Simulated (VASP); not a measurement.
Write the native input for VASP 6.6.1 that does the following.

| Property | Result |
| --- | --- |
| Task | single point |
| Functional | LDA |
| Potentials or basis | VASP PAW LDA potentials, release 64 (Fe, La, O, S) |
| Cutoff | 600 eV |
| k mesh | 7 × 7 × 7 |
| Occupations | gaussian, width 0.05 eV |
| Spin | collinear spin, antiferromagnetic start |
| Starting moments | [4.0, -4.0, 0.0, 0.0, 0.0, 0.0, 0.0, 0.0, 0.0] μB |
| Hubbard terms | Fe d U = 3.0 eV, J = 0.7 eV |
| Dipole correction | no |
| LDAUTYPE | 1 |
| Hund's J | 0.7 |
| Further INCAR settings | ALGO = Normal; EDIFF = 1e-06; NBANDS = 48 |

The structure of La2Fe2S2O3 lies in POSCAR:

```
La2Fe2S2O3
1.0
   -2.0238769700      2.0238769700      9.0922218800
    2.0238769700     -2.0238769700      9.0922218800
    2.0238769700      2.0238769700     -9.0922218800
Fe La O S
2 2 3 2
Direct
    0.5000000000      0.0000000000      0.5000000000
    0.0000000000      0.5000000000      0.5000000000
    0.1818010000      0.1818010000      0.0000000000
    0.8181990000      0.8181990000      0.0000000000
    0.7500000000      0.2500000000      0.5000000000
    0.2500000000      0.7500000000      0.5000000000
    0.0000000000      0.0000000000      0.0000000000
    0.4049150000      0.4049150000      0.0000000000
    0.5950850000      0.5950850000      0.0000000000
```

One way to write it, as run:

INCAR

```
SYSTEM = La2Fe2S2O3
ALGO = Normal
EDIFF = 1E-6
ENCUT = 600
GGA_COMPAT = .False.
ISIF = 2
ISMEAR = 0
ISPIN = 2
KPAR = 4
LASPH = .True.
LCHARG = .False.
LDAU = .True.
LDAUJ = 0.7 0 0 0
LDAUL = 2 -1 -1 -1
LDAUPRINT = 1
LDAUTYPE = 1
LDAUU = 3 0 0 0
LMAXMIX = 6
LORBIT = 11
LREAL = .False.
LWAVE = .False.
MAGMOM = 4 -4 0 0 0 0 0 0 0
NBANDS = 48
NELM = 200
PREC = Accurate
SIGMA = 0.05
```

KPOINTS

```
k-points
0
Gamma
  7 7 7
  0 0 0
```

Potentials or basis: VASP PAW LDA potentials, release 64 (Fe, La, O, S).

Launch:

```sh
$ cat potpaw_LDA.64/Fe/POTCAR potpaw_LDA.64/La/POTCAR potpaw_LDA.64/O/POTCAR potpaw_LDA.64/S/POTCAR > POTCAR
$ mpirun -np 4 vasp_std > vasp.out
```

Results of the run:

```
Pressure                                              : -8.9 GPa
Largest force                                         : 0.580 eV/Å
Band gap on the k mesh                                : 1.13 eV (least direct gap 1.22 eV)
Net moment                                            : 0.00 μB per cell
Site moments                                          : Fe +3.45, -3.45; La +0.00; O +0.00; S +0.00 μB
Valence electrons inside the program's atomic spheres : Fe 6.81; La 8.59; O 5.00, 4.97 (each value once); S 3.70
```

Caveat: the cell stands under tension; spin-orbit coupling is left out, which moves the levels of the heavy elements.

It took 27 min on 4 MPI ranks on Intel(R) Xeon(R) Platinum 8488C (Sapphire Rapids) (shared host), peak memory 1.3 GiB a rank.
